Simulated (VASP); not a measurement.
# Ni (Fd-3m) in VASP: a series of runs, part 2 of 3

VASP 6.6.1. The steps go on from the part before.

## 3. Single point, PBE, collinear spin, ferromagnetic start

This run uses another cell than the first one, of 16.60 Å³/atom, 1.371 times its volume.

INCAR

```
SYSTEM = Ni
  PREC = Accurate
  ENCUT = 520
  EDIFF = 1E-6
  ISMEAR = 0
  SIGMA = 0.1
  LREAL = .FALSE.
  LASPH = .TRUE.
  NELM = 150
  ALGO = Normal
  ISIF = 2
  LWAVE = .FALSE.
  LCHARG = .FALSE.
  ISPIN = 2
  MAGMOM = 0.82 0.82
  LORBIT = 11
  LMAXMIX = 4
  GGA = PE
  NBANDS = 21
```

KPOINTS

```
regular mesh
0
G
  6 6 6
  0 0 0
```

POSCAR

```
Ni
1.0
    0.0000000000      2.5510781416      2.5510781416
    2.5510781416      0.0000000000      2.5510781416
    2.5510781416      2.5510781416      0.0000000000
Ni
2
Direct
    0.5000000000      0.5000000000      0.5000000000
    0.7500000000      0.7500000000      0.7500000000
```

Potentials or basis: VASP PAW PBE potentials, release 64 (Ni).

Run with:

```
> cat potpaw_PBE.64/Ni/POTCAR > POTCAR
> mpirun -np 1 vasp_std > vasp.out
```

It took 17 s on 1 thread of Intel Xeon 6975P-C, shared host; peak memory 0.17 GiB.

The run converged. Its results:

- Free energy: -8.5624 eV
- Pressure: 0.0 GPa
- Net moment: 1.62 μB per cell
- Site moments: Ni +0.81 μB
- Valence electrons inside the program's atomic spheres: Ni 9.21

Levels at points of the mesh, in eV from the Fermi level:
Spin up:
| k point | band 8 | band 9 | band 10 | band 11 | band 12 | band 13 | band 14 | band 15 |
| --- | --- | --- | --- | --- | --- | --- | --- | --- |
| (0.00, 0.00, 0.00) | -1.74 | -1.74 | -0.80 | -0.80 | 11.57 | 11.57 | 11.57 | 12.14 |
| (0.50, 0.00, 0.00) | -1.40 | -1.40 | -0.95 | -0.95 | 0.29 | 8.42 | 8.42 | 12.14 |
| (0.50, 0.50, 0.00) | -1.93 | -0.83 | -0.83 | 0.89 | 0.89 | 4.40 | 4.40 | 9.15 |
Spin down:
```csv
k point,band 5,band 6,band 7,band 8,band 9,band 10,band 11,band 12,band 13,band 14
"(0.00, 0.00, 0.00)",-2.38,-2.38,-0.88,-0.88,-0.88,0.11,0.11,11.74,11.74,11.74
"(0.50, 0.00, 0.00)",-2.32,-2.32,-1.46,-0.56,-0.56,-0.01,-0.01,1.03,8.53,8.53
"(0.50, 0.50, 0.00)",-2.00,-2.00,-1.11,-1.11,0.13,0.13,1.41,1.41,4.40,4.40
```

## 4. Relaxation of cell and atoms, PBE, collinear spin, ferromagnetic start

INCAR

```
PREC = Accurate
ENCUT = 600
EDIFF = 1E-6
ISMEAR = 0
SIGMA = 0.1
LREAL = F
LASPH = T
NELM = 150
ALGO = Fast
ISIF = 3
LWAVE = F
LCHARG = F
ISPIN = 2
MAGMOM = 0.82 0.82
LORBIT = 11
LMAXMIX = 4
GGA = PE
IBRION = 2
NSW = 90
EDIFFG = -0.04
```

KPOINTS

```
Automatic mesh
0
Gamma
  6 6 6
```

POSCAR

```
Ni
1.0
    0.0000000000      2.2962173274      2.2962173274
    2.2962173274      0.0000000000      2.2962173274
    2.2962173274      2.2962173274      0.0000000000
Ni
2
Direct
    0.5000000000      0.5000000000      0.5000000000
    0.7500000000      0.7500000000      0.7500000000
```

Potentials or basis: VASP PAW PBE potentials, release 64 (Ni).

Run with:

```
> cat potpaw_PBE.64/Ni/POTCAR > POTCAR
> mpirun -np 1 vasp_std > vasp.out
```

OUTCAR:

```text
PREC = Accurate
   ENCUT = 600
   EDIFF = 1E-6
   ISMEAR = 0
   LREAL = F
   LASPH = T
   NELM = 150
   ISIF = 3
   ISPIN = 2
   LORBIT = 11
   GGA = PE
   IBRION = 2
   NSW = 90
   EDIFFG = -0.04

 ion  position               nearest neighbor table
   1  0.500  0.500  0.500-   2 1.99   2 1.99   2 1.99   2 1.99
   2  0.750  0.750  0.750-   1 1.99   1 1.99   1 1.99   1 1.99

  LATTYP: Found a face centered cubic cell.
 ALAT       =     4.5924346548

  Lattice vectors:

 A1 = (   0.0000000000,   2.2962173274,   2.2962173274)
 A2 = (   2.2962173274,   0.0000000000,   2.2962173274)
 A3 = (   2.2962173274,   2.2962173274,   0.0000000000)

Analysis of symmetry for initial positions (statically):
=====================================================================
 Subroutine PRICEL returns:
 Original cell was already a primitive cell.

 Routine SETGRP: Setting up the symmetry group for a
 face centered cubic supercell.

 Subroutine GETGRP returns: Found 48 space group operations
 (whereof 24 operations were pure point group operations)
 out of a pool of 48 trial point group operations.

The static configuration has the point symmetry T_d .
 The point group associated with its full space group is O_h .

Analysis of symmetry for dynamics (positions and initial velocities):
=====================================================================
 Subroutine PRICEL returns:
 Original cell was already a primitive cell.

 Routine SETGRP: Setting up the symmetry group for a
 face centered cubic supercell.

 Subroutine GETGRP returns: Found 48 space group operations
 (whereof 24 operations were pure point group operations)
 out of a pool of 48 trial point group operations.

The dynamic configuration has the point symmetry T_d .
 The point group associated with its full space group is O_h .

Analysis of structural, dynamic, and magnetic symmetry:
=====================================================================
 Subroutine PRICEL returns:
 Original cell was already a primitive cell.

 Routine SETGRP: Setting up the symmetry group for a
 face centered cubic supercell.

 Subroutine GETGRP returns: Found 48 space group operations
 (whereof 24 operations were pure point group operations)
 out of a pool of 48 trial point group operations.

The overall configuration has the point symmetry T_d .
 The point group associated with its full space group is O_h .

 Subroutine INISYM returns: Found 48 space group operations
 (whereof 24 operations are pure point group operations),
 and found     1 'primitive' translations

----------------------------------------------------------------------------------------

                                     Primitive cell

  volume of cell :      24.2141

  direct lattice vectors                    reciprocal lattice vectors
     0.000000000  2.296217327  2.296217327    -0.217749424  0.217749424  0.217749424
     2.296217327  0.000000000  2.296217327     0.217749424 -0.217749424  0.217749424
     2.296217327  2.296217327  0.000000000     0.217749424  0.217749424 -0.217749424

  length of vectors
     3.247341687  3.247341687  3.247341687     0.377153065  0.377153065  0.377153065

  position of ions in fractional coordinates (direct lattice)
     0.500000000  0.500000000  0.500000000
     0.750000000  0.750000000  0.750000000

  ion indices of the primitive-cell ions
   primitive index   ion index
[... 68 lines left out ...]
   NSW    =     90    number of steps for IOM
   IBRION =      2    ionic relax: 0-MD 1-quasi-New 2-CG
   NFREE  =      1    steps in history (QN), initial steepest desc. (CG)
   ISIF   =      3    stress and relaxation
   ISYM   =      2    0-nonsym 1-usesym 2-fastsym
   POTIM  = 0.5000    time-step for ionic-motion
   TEBEG  =    0.0;   TEEND  =   0.0 temperature during run
   PSTRESS=    0.0 pullay stress
   NELECT =      20.0000    total number of electrons
   NUPDOWN=      -1.0000    fix difference up-down
   EMIN   =  10.00;   EMAX   =-10.00  energy-range for DOS
   EFERMI =   0.00;   METHOD = LEGACY
   ISMEAR =     0;   SIGMA  =   0.10  broadening in eV -4-tet -1-fermi 0-gaus
   EFERMI_NEDOS =   21; number of points for ismear=-14 and -15
   IALGO  =     68    algorithm
   IMIX   =      4    mixing-type and parameters
     AMIX     =   0.40;   BMIX     =  1.00
     AMIX_MAG =   1.60;   BMIX_MAG =  1.00
  volume/ion in A,a.u.               =      12.11        81.70
  Fermi-wavevector in a.u.,A,eV,Ry     =   1.536014  2.902646 32.100756  2.359339
  Thomas-Fermi vector in A             =   2.642722
   LORBIT       =     11    0 simple, 1 ext, 2 COOP (PROOUT), +10 PAW based schemes
   GGA     = PE    functional components
   LHFCALC =     F    Hartree Fock is set to
   AEXX    =    0.0000 exact exchange contribution
   IVDW    =     0    specifies the selected vdW correction
   LEPSILON=     F    determine dielectric tensor
   LRPA    =     F    only Hartree local field effects (RPA)
 conjugate gradient relaxation of ions
 spin polarized calculation
 RMM-DIIS sequential band-by-band and
 Gauss-broadening in eV      SIGMA  =   0.10
  energy-cutoff  :      600.00
  volume of cell :       24.21
 maximum number of plane-waves:       869
 NGX is ok and might be reduce to    28
   NGX = 13   NGY = 13   NGZ = 13

--------------------------------------- Ionic step        1  -------------------------------------------

 number of electron      19.9999987 magnetization       1.4364107

 Free energy of the ion-electron system (eV)
  ---------------------------------------------------
  ext. energy  EPLUGINS =         0.00000000
  ---------------------------------------------------
  free energy    TOTEN  =        -7.33854096 eV

  energy without entropy =       -7.32607598  energy(sigma->0) =       -7.33230847

------------------------ aborting loop because EDIFF is reached ----------------------------------------

  FORCE on cell =-STRESS in cart. coord.  units (eV):
  Direction    XX          YY          ZZ          XY          YZ          ZX
  --------------------------------------------------------------------------------------
  -------------------------------------------------------------------------------------
  Total        8.8105830      8.8105830      8.8105830      0.0000000      0.0000000     -0.0000000
  in kB      582.9700743    582.9700743    582.9700743      0.0000000      0.0000000     -0.0000000
  external PRESSURE =     582.9700743 kB  Pullay stress =       0.0000000 kB
[... 23 lines left out ...]
--------------------------------------- Ionic step        2  -------------------------------------------

 number of electron      19.9999996 magnetization      -1.6701362

 E-fermi :   2.5069     XC(G=0):  -9.3850

 val. band max:        2.4766548852   @ k =   0.5000   0.3333   0.1667
 cond. band min:       2.5117840353   @ k =   0.5000   0.0000   0.0000
 fundamental gap:      0.0351291501
 Fermi energy:         2.5068561472

 spin component 1

 k-point     1 :       0.0000    0.0000    0.0000
  band No.  band energies     occupation
      1      -2.8416      1.00000
      2       0.8179      1.00000
      3       0.8179      1.00000
      4       0.8400      1.00000
      5       0.8400      1.00000
      6       0.8400      1.00000
      7       1.9340      1.00000
      8       1.9340      1.00000
      9       1.9340      1.00000
     10       2.5461      0.28945
     11       2.5461      0.28945
[... 598 lines left out ...]
--------------------------------------- Ionic step        3  -------------------------------------------

 number of electron      19.9999992 magnetization      -1.5852068

 Free energy of the ion-electron system (eV)
  ---------------------------------------------------
  ext. energy  EPLUGINS =         0.00000000
  ---------------------------------------------------
  free energy    TOTEN  =        -8.51079781 eV

  energy without entropy =       -8.49422440  energy(sigma->0) =       -8.50251110

 E-fermi :   4.6654     XC(G=0): -10.6337

 val. band max:        4.6643745636   @ k =   0.5000   0.1667   0.0000
 cond. band min:       4.7208691082   @ k =   0.5000   0.3333   0.0000
 fundamental gap:      0.0564945446
 Fermi energy:         4.6653983133

 spin component 1

 k-point     1 :       0.0000    0.0000    0.0000
  band No.  band energies     occupation
      1      -1.8756      1.00000
      2       2.2391      1.00000
      3       2.2391      1.00000
      4       2.2931      1.00000
      5       2.2931      1.00000
      6       2.2931      1.00000
      7       3.7826      1.00000
      8       3.7826      1.00000
      9       3.7826      1.00000
     10       4.7727      0.06461
     11       4.7727      0.06461
[... 592 lines left out ...]
  FREE ENERGIE OF THE ION-ELECTRON SYSTEM (eV)
  ---------------------------------------------------
  free  energy   TOTEN  =        -8.5107978069 eV

  energy  without entropy=       -8.4942243968  energy(sigma->0) =       -8.50251110

 reached required accuracy - stopping structural energy minimisation

 total charge

# of ion       s       p       d       tot
------------------------------------------
    1        0.540   0.338   8.332   9.211
    2        0.540   0.338   8.332   9.211
--------------------------------------------------
tot          1.081   0.676  16.664  18.421

 magnetization (x)

# of ion       s       p       d       tot
------------------------------------------
    1        0.012   0.017  -0.827  -0.799
    2        0.012   0.017  -0.827  -0.799
--------------------------------------------------
tot          0.023   0.033  -1.654  -1.597
```

CONTCAR:

```text
Ni
   1.00000000000000
     0.0000000000000000    2.5534998796751678    2.5534998796751678
     2.5534998796751678   -0.0000000000000000    2.5534998796751678
     2.5534998796751678    2.5534998796751678   -0.0000000000000000
  Ni
     2
Direct
     0.5000000000000000    0.5000000000000000    0.5000000000000000
     0.7500000000000000    0.7500000000000000    0.7500000000000000

  0.00000000E+00  0.00000000E+00  0.00000000E+00
  0.00000000E+00  0.00000000E+00  0.00000000E+00
```

Run time: 57 s. Hardware: 1 thread of Intel Xeon 6975P-C, shared host; peak memory 0.17 GiB.

Results:

* Free energy: -8.5108 eV
* Relaxed volume: 16.65 Å³/atom
* Relaxed cell: a = 3.611 Å, b = 3.611 Å, c = 3.611 Å, α = 60.00°, β = 60.00°, γ = 60.00°
* Space group after relaxing (to 0.05 Å): Fd-3m (No. 227)
* Energy gained by relaxing: 586.1 meV/atom
* Ionic steps: 3
* Pressure after relaxing: 0.0 GPa
* Net moment: -1.59 μB per cell
* Site moments: Ni -0.80 μB
* Valence electrons inside the program's atomic spheres: Ni 9.21

The path:
| step | energy change (eV) | largest force (eV/Å) | pressure (GPa) | volume (Å³) |
| --- | --- | --- | --- | --- |
| 1 | 0.0000 | 0.0000 | 58.30 | 24.21 |
| 2 | -0.7160 | 0.0000 | -12.51 | 43.17 |
| 3 | -1.1723 | 0.0000 | 0.05 | 33.30 |

Final structure:
```
Ni
1.0
     0.00000    2.55350    2.55350
     2.55350    0.00000    2.55350
     2.55350    2.55350    0.00000
Ni
2
Direct
  0.50000 0.50000 0.50000
  0.75000 0.75000 0.75000
```

Levels at points of the mesh, in eV from the Fermi level:
Spin up:
| k point | band 6 | band 7 | band 8 | band 9 | band 10 | band 11 | band 12 | band 13 |
| --- | --- | --- | --- | --- | --- | --- | --- | --- |
| (0.00, 0.00, 0.00) | -2.37 | -0.88 | -0.88 | -0.88 | 0.11 | 0.11 | 11.71 | 11.71 |
| (0.50, 0.00, 0.00) | -2.31 | -1.46 | -0.57 | -0.57 | -0.02 | -0.02 | 1.02 | 8.51 |
| (0.50, 0.50, 0.00) | -2.00 | -1.11 | -1.11 | 0.12 | 0.12 | 1.40 | 1.40 | 4.39 |
Spin down:
```
           k point  band 7  band 8  band 9  band 10  band 11  band 12  band 13  band 14  band 15
(0.00, 0.00, 0.00)   -1.73   -1.73   -1.73    -0.79    -0.79    11.55    11.55    11.55    12.12
(0.50, 0.00, 0.00)   -1.46   -1.39   -1.39    -0.94    -0.94     0.29     8.40     8.40    12.13
(0.50, 0.50, 0.00)   -1.92   -0.82   -0.82     0.88     0.89     4.39     4.39     9.14     9.21
```

Caveat: the k points lie up to 0.36 Å⁻¹ apart in the final cell; the volume moved by over 15 % at a fixed basis, so the end points are rough.

(Part 2 of 3 ends here.)
